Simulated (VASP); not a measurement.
Input of a VASP 6.6.1 run:

INCAR

```
ALGO = Normal ; EDIFF = 1E-6
ENCUT = 520 ; GGA = PE
ISIF = 2 ; ISMEAR = -1
LASPH = True ; LCHARG = False
LREAL = False ; LWAVE = False
NBANDS = 33 ; NELM = 60
PREC = Accurate ; SIGMA = 0.02
```

The input KPOINTS:

```
k-points
0
Gamma
  7 7 10
```

POSCAR

```
TiO2
1.0
    4.5940000000      0.0000000000      0.0000000000
    0.0000000000      4.5940000000      0.0000000000
    0.0000000000      0.0000000000      2.8998200000
Ti O
2 4
Direct
    0.0000000000      0.0000000000      0.0000000000
    0.5000000000      0.5000000000      0.5000000000
    0.3033461720      0.3033461720      0.0000000000
    0.1966538280      0.8033461720      0.5000000000
    0.6966538280      0.6966538280      0.0000000000
    0.8033461720      0.1966538280      0.5000000000
```

Potentials or basis: VASP PAW PBE potentials, release 64 (Ti_sv, O).

The run is started by

```console
$ cat potpaw_PBE.64/Ti_sv/POTCAR potpaw_PBE.64/O/POTCAR > POTCAR
$ mpirun -np 1 vasp_std > vasp.out
```

(1) What does it give for the largest force?

(2) Predict the band gap on the k mesh.

(3) Estimate the pressure.

## Answers

(1) 0.030 eV/Å.

(2) 1.88 eV, direct.

(3) 11.4 GPa.

Caveat: the cell differs from its parent crystal (z stretched by -2 %, then relaxed in part).
